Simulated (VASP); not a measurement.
Set up this calculation in VASP 6.6.1, as the native input.

```
Task                   : single point
Functional             : PBE
Potentials or basis    : VASP PAW PBE potentials, release 64 (Ga_d, O)
Cutoff                 : 520 eV
k mesh                 : 4 × 4 × 2
Occupations            : gaussian, width 0.01 eV
Spin                   : no spin polarisation
Dipole correction      : no
Further INCAR settings : ALGO = Normal; EDIFF = 1e-07; NBANDS = 55
```

The structure of Ga2O3 lies in POSCAR:

```
Ga2O3
1.0
    6.1070000000     -1.5185500000      0.0000000000
    6.1070000000      1.5185500000      0.0000000000
   -1.3859888959      0.0000000000      5.6300087380
Ga O
4 6
Direct
    0.3413400000      0.3413400000      0.6859800000
    0.6586600000      0.6586600000      0.3140200000
    0.9095000000      0.9095000000      0.2054000000
    0.0905000000      0.0905000000      0.7946000000
    0.5041000000      0.5041000000      0.7434000000
    0.4959000000      0.4959000000      0.2566000000
    0.8267000000      0.8267000000      0.4368000000
    0.1733000000      0.1733000000      0.5632000000
    0.8355000000      0.8355000000      0.8902000000
    0.1645000000      0.1645000000      0.1098000000
```

One way to write it, as run:

INCAR

```
SYSTEM = Ga2O3
  PREC = Accurate
  ENCUT = 520
  EDIFF = 1E-7
  ISMEAR = 0
  SIGMA = 0.01
  LREAL = .False.
  LASPH = .True.
  NELM = 100
  ALGO = Normal
  ISIF = 2
  LWAVE = .False.
  LCHARG = .False.
  GGA = PE
  NBANDS = 55
```

KPOINTS

```
Automatic mesh
0
Gamma
  4 4 2
  0 0 0
```

Potentials or basis: VASP PAW PBE potentials, release 64 (Ga_d, O).

The run is started by

```console
$ cat potpaw_PBE.64/Ga_d/POTCAR potpaw_PBE.64/O/POTCAR > POTCAR
$ mpirun -np 1 vasp_std > vasp.out
```

It gave:

The pressure is 10.2 GPa. The largest force is 0.245 eV/Å and the band gap on the k mesh is 2.42 eV, indirect (least direct gap 2.44 eV).

Caveat: the k points lie up to 0.56 Å⁻¹ apart.

It took 2.4 min on 1 thread of Intel(R) Xeon(R) Platinum 8259CL CPU @ 2.50GHz (Skylake/Cascade Lake), with other jobs on the host, peak memory 0.33 GiB.
